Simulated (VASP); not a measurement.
# Ti3VC4 in VASP: further runs

Ti3VC4 is run at these levels: PBE; tasks: single point.

Program: VASP 6.6.1. These are calculated values, not measurements. Logs are shortened: lines on timing, memory, paths and dates and some standing lists are left out, and cuts for length are marked.

### 1 The cell of the first run

The cell holds a slab with vacuum, 8 atoms: a = 3.064 Å, b = 3.064 Å, c = 22.499 Å, α = 90.00°, β = 90.00°, γ = 90.00°.

### 2 Single point, PBE

INCAR reads:

```
  ALGO = Normal
  DIPOL = 0.5 0.5 0.500
  EDIFF = 1E-7
  ENCUT = 520
  GGA = PE
  IDIPOL = 3
  ISIF = 2
  ISMEAR = -1
  LASPH = True
  LCHARG = False
  LDIPOL = True
  LREAL = False
  LWAVE = False
  NBANDS = 42
  NELM = 60
  PREC = Accurate
  SIGMA = 0.05
```

KPOINTS reads:

```
k-points
0
Gamma
  13 13 1
```

POSCAR reads:

```
Ti3VC4
1.0
    3.0637012674      0.0000000000      0.0000000000
    0.0000000000      3.0637012674      0.0000000000
    0.0000000000      0.0000000000     22.4991000000
V C Ti
1 4 3
Direct
    0.0000000000      0.0000000000      0.3592394020
    0.5000000000      0.5000000000      0.3538824566
    0.0000000000      0.0000000000      0.4518929429
    0.5000000000      0.5000000000      0.5481070508
    0.0000000000      0.0000000000      0.6461175508
    0.5000000000      0.5000000000      0.4526046766
    0.0000000000      0.0000000000      0.5473953172
    0.5000000000      0.5000000000      0.6407606020
```

Potentials or basis: VASP PAW PBE potentials, release 64 (V_sv, C, Ti_sv).

Command:

```console
$ cat potpaw_PBE.64/V_sv/POTCAR potpaw_PBE.64/C/POTCAR potpaw_PBE.64/Ti_sv/POTCAR > POTCAR
$ mpirun -np 1 vasp_std > vasp.out
```

OUTCAR:

```text
EDIFF = 1E-7
   ENCUT = 520
   GGA = PE
   ISIF = 2
   ISMEAR = -1
   LASPH = True
   LREAL = False
   NELM = 60
   PREC = Accurate

 ion  position               nearest neighbor table
   1  0.000  0.000  0.359-   3 2.08   2 2.17   2 2.17   2 2.17   2 2.17
   2  0.500  0.500  0.354-   1 2.17   1 2.17   1 2.17   1 2.17   6 2.22
   3  0.000  0.000  0.452-   1 2.08   7 2.15   6 2.17   6 2.17   6 2.17   6 2.17
   4  0.500  0.500  0.548-   8 2.08   6 2.15   7 2.17   7 2.17   7 2.17   7 2.17
   5  0.000  0.000  0.646-   8 2.17   8 2.17   8 2.17   8 2.17   7 2.22
   6  0.500  0.500  0.453-   4 2.15   3 2.17   3 2.17   3 2.17   3 2.17   2 2.22
   7  0.000  0.000  0.547-   3 2.15   4 2.17   4 2.17   4 2.17   4 2.17   5 2.22
   8  0.500  0.500  0.641-   4 2.08   5 2.17   5 2.17   5 2.17   5 2.17

  LATTYP: Found a simple tetragonal cell.
 ALAT       =     3.0637012674
 C/A-ratio  =     7.3437643022

  Lattice vectors:

 A1 = (   3.0637012674,   0.0000000000,   0.0000000000)
 A2 = (   0.0000000000,   3.0637012674,   0.0000000000)
 A3 = (   0.0000000000,   0.0000000000,  22.4991000000)

Analysis of symmetry for initial positions (statically):
=====================================================================
 Subroutine PRICEL returns:
 Original cell was already a primitive cell.

 Routine SETGRP: Setting up the symmetry group for a
 simple tetragonal supercell.

 Subroutine GETGRP returns: Found  8 space group operations
 (whereof  8 operations were pure point group operations)
 out of a pool of 16 trial point group operations.

The static configuration has the point symmetry C_4v.

Analysis of symmetry for dynamics (positions and initial velocities):
=====================================================================
 Subroutine PRICEL returns:
 Original cell was already a primitive cell.

 Routine SETGRP: Setting up the symmetry group for a
 simple tetragonal supercell.

 Subroutine GETGRP returns: Found  8 space group operations
 (whereof  8 operations were pure point group operations)
 out of a pool of 16 trial point group operations.

The dynamic configuration has the point symmetry C_4v.

 Subroutine INISYM returns: Found  8 space group operations
 (whereof  8 operations are pure point group operations),
 and found     1 'primitive' translations

----------------------------------------------------------------------------------------

                                     Primitive cell

  volume of cell :     211.1825

[... 114 lines left out ...]
   EFERMI =   0.00;   METHOD = LEGACY
   ISMEAR =    -1;   SIGMA  =   0.05  broadening in eV -4-tet -1-fermi 0-gaus
   EFERMI_NEDOS =   21; number of points for ismear=-14 and -15
   IALGO  =     38    algorithm
   IMIX   =      4    mixing-type and parameters
     AMIX     =   0.40;   BMIX     =  1.00
     AMIX_MAG =   1.60;   BMIX_MAG =  1.00
  volume/ion in A,a.u.               =      26.40       178.14
  Fermi-wavevector in a.u.,A,eV,Ry     =   1.105333  2.088777 16.623080  1.221762
  Thomas-Fermi vector in A             =   2.241819
   LORBIT       =      0    0 simple, 1 ext, 2 COOP (PROOUT), +10 PAW based schemes
   GGA     = PE    functional components
   LHFCALC =     F    Hartree Fock is set to
   AEXX    =    0.0000 exact exchange contribution
   IVDW    =     0    specifies the selected vdW correction
   LEPSILON=     F    determine dielectric tensor
   LRPA    =     F    only Hartree local field effects (RPA)
 non-spin polarized calculation
  energy-cutoff  :      520.00
  volume of cell :      211.18
 maximum number of plane-waves:      5718
 NGX is ok and might be reduce to    24
   NGX = 11   NGY = 11   NGZ = 83

 dipolmoment           0.000000      0.000000     -0.966514 electrons x Angstroem

 number of electron      65.0000012 magnetization

 dipolmoment           0.000000      0.000000      0.015926 electrons x Angstroem

 Free energy of the ion-electron system (eV)
  ---------------------------------------------------
  ext. energy  EPLUGINS =         0.00000000
  ---------------------------------------------------
  free energy    TOTEN  =       -73.17904406 eV

  energy without entropy =      -73.15634966  energy(sigma->0) =      -73.16769686

 E-fermi :   1.0136     XC(G=0):  -5.6664

 val. band max:        0.9586583814   @ k =   0.1538   0.0000   0.0000
 cond. band min:       1.0358014346   @ k =   0.4615   0.4615   0.0000
 fundamental gap:      0.0771430532
 Fermi energy:         1.0135859123

 k-point     1 :       0.0000    0.0000    0.0000
  band No.  band energies     occupation
      1     -63.9268      2.00000
      2     -55.8132      2.00000
      3     -55.6361      2.00000
      4     -55.4185      2.00000
      5     -37.7756      2.00000
      6     -37.6671      2.00000
[... 1069 lines left out ...]
     41       4.1246      0.00000
     42       4.2987      0.00000

 [... further k-points ...]

------------------------ aborting loop because EDIFF is reached ----------------------------------------

 vacuum level on the upper side and lower side of the slab       (xc-potential included)         0.047        -0.305

  FORCE on cell =-STRESS in cart. coord.  units (eV):
  Direction    XX          YY          ZZ          XY          YZ          ZX
  --------------------------------------------------------------------------------------
  -------------------------------------------------------------------------------------
  Total       -8.1480895     -8.1480895     -3.0670731      0.0000000     -0.0000000      0.0000000
  in kB      -61.8170671    -61.8170671    -23.2689472      0.0000000     -0.0000000      0.0000000
  external PRESSURE =     -48.9676938 kB  Pullay stress =       0.0000000 kB

 VOLUME and BASIS-vectors are now :
 -----------------------------------------------------------------------------
  energy-cutoff  :      520.00
  volume of cell :      211.18
      direct lattice vectors                 reciprocal lattice vectors
     3.063701267  0.000000000  0.000000000     0.326402581  0.000000000  0.000000000
     0.000000000  3.063701267  0.000000000     0.000000000  0.326402581  0.000000000
     0.000000000  0.000000000 22.499100000     0.000000000  0.000000000  0.044446222

 POSITION                                       TOTAL-FORCE (eV/Angst)
 -----------------------------------------------------------------------------------
      0.00000      0.00000      8.08256        -0.000000     -0.000000      1.627473
      1.53185      1.53185      7.96204        -0.000000      0.000000     -0.242368
      0.00000      0.00000     10.16718        -0.000000     -0.000000     -1.226025
      1.53185      1.53185     12.33192        -0.000000      0.000000     -0.010033
      0.00000      0.00000     14.53706        -0.000000     -0.000000     -0.018394
      1.53185      1.53185     10.18320        -0.000000     -0.000000     -0.122932
      0.00000      0.00000     12.31590        -0.000000     -0.000000      0.016191
      1.53185      1.53185     14.41654         0.000000     -0.000000     -0.023912
 -----------------------------------------------------------------------------------
    total drift:                                0.000000     -0.000000     -0.001238

  FREE ENERGIE OF THE ION-ELECTRON SYSTEM (eV)
  ---------------------------------------------------
  free  energy   TOTEN  =       -73.1790440577 eV

  energy  without entropy=      -73.1563496647  energy(sigma->0) =      -73.16769686

 vacuum level on the upper side and lower side of the slab         5.416         5.041
```

stdout:

```text
POSCAR found type information on POSCAR V C Ti
 POSCAR found :  3 types and       8 ions
 scaLAPACK will be used
 LDA part: xc-table for (Slater+PW92), standard interpolation
 POSCAR, INCAR and KPOINTS ok, starting setup
 FFT: planning ... GRIDC
 FFT: planning ... GRID_SOFT
 FFT: planning ... GRID
 WAVECAR not read
 entering main loop
```

Wall time 8.3 min (1 thread of Intel Xeon Platinum 8259CL at 2.50GHz (Skylake/Cascade Lake), shared host); peak memory 0.43 GiB.

What came out:

- Free energy: -73.1790 eV
- Largest force: 1.627 eV/Å
- Band gap on the k mesh: zero (an odd number of electrons rules out a gap without spin polarisation)

Forces on the atoms (eV/Å):
```
V    0.000  0.000  1.627
C    0.000  0.000 -0.242
C    0.000  0.000 -1.226
C    0.000  0.000 -0.010
C    0.000  0.000 -0.018
Ti   0.000  0.000 -0.123
Ti   0.000  0.000  0.016
Ti   0.000  0.000 -0.024
```

### 3 Single point, PBE

INCAR reads:

```
SYSTEM = Ti3VC4
PREC = Accurate ; ENCUT = 520
EDIFF = 1E-6 ; ISMEAR = -1
SIGMA = 0.05 ; LREAL = .FALSE.
LASPH = .TRUE. ; NELM = 100
ALGO = Normal ; ISIF = 2
LWAVE = .FALSE. ; LCHARG = .FALSE.
LDIPOL = .TRUE. ; IDIPOL = 3
DIPOL = 0.5 0.5 0.500 ; GGA = PE
NBANDS = 42
```

KPOINTS reads:

```
Automatic mesh
0
G
  13 13 1
  0 0 0
```

POSCAR reads:

```
Ti3VC4
1.0
    3.0637012674      0.0000000000      0.0000000000
    0.0000000000      3.0637012674      0.0000000000
    0.0000000000      0.0000000000     22.4991000000
Ti C V
3 4 1
Direct
    0.0000000000      0.0000000000      0.3592394020
    0.0000000000      0.0000000000      0.5473953172
    0.5000000000      0.5000000000      0.6407606020
    0.5000000000      0.5000000000      0.3538824566
    0.0000000000      0.0000000000      0.4518929429
    0.5000000000      0.5000000000      0.5481070508
    0.0000000000      0.0000000000      0.6461175508
    0.5000000000      0.5000000000      0.4526046766
```

Potentials or basis: VASP PAW PBE potentials, release 64 (Ti_sv, C, V_sv).

Command:

```console
$ cat potpaw_PBE.64/Ti_sv/POTCAR potpaw_PBE.64/C/POTCAR potpaw_PBE.64/V_sv/POTCAR > POTCAR
$ mpirun -np 1 vasp_std > vasp.out
```

Run time: 7.8 min. Hardware: 1 thread of Intel Xeon Platinum 8259CL at 2.50GHz (Skylake/Cascade Lake), shared host; peak memory 0.43 GiB.

It converged, with:

```yaml
Free_energy: -73.1772 eV
Largest_force: 0.454 eV/Å
Band_gap_on_the_k_mesh: zero (an odd number of electrons rules out a gap without spin polarisation)
```

Forces in eV/Å, atoms in the order of the input:
```
Ti   0.000  0.000  0.397
Ti   0.000  0.000 -0.289
Ti   0.000  0.000 -0.165
C    0.000  0.000  0.454
C    0.000  0.000 -0.145
C    0.000  0.000 -0.447
C    0.000  0.000  0.033
V    0.000  0.000  0.161
```

Levels at points of the mesh, in eV from the Fermi level:
| k point | band 30 | band 31 | band 32 | band 33 | band 34 | band 35 |
| --- | --- | --- | --- | --- | --- | --- |
| (0.00, 0.00, 0.00) | -0.78 | -0.21 | 0.03 | 0.03 | 0.17 | 0.24 |
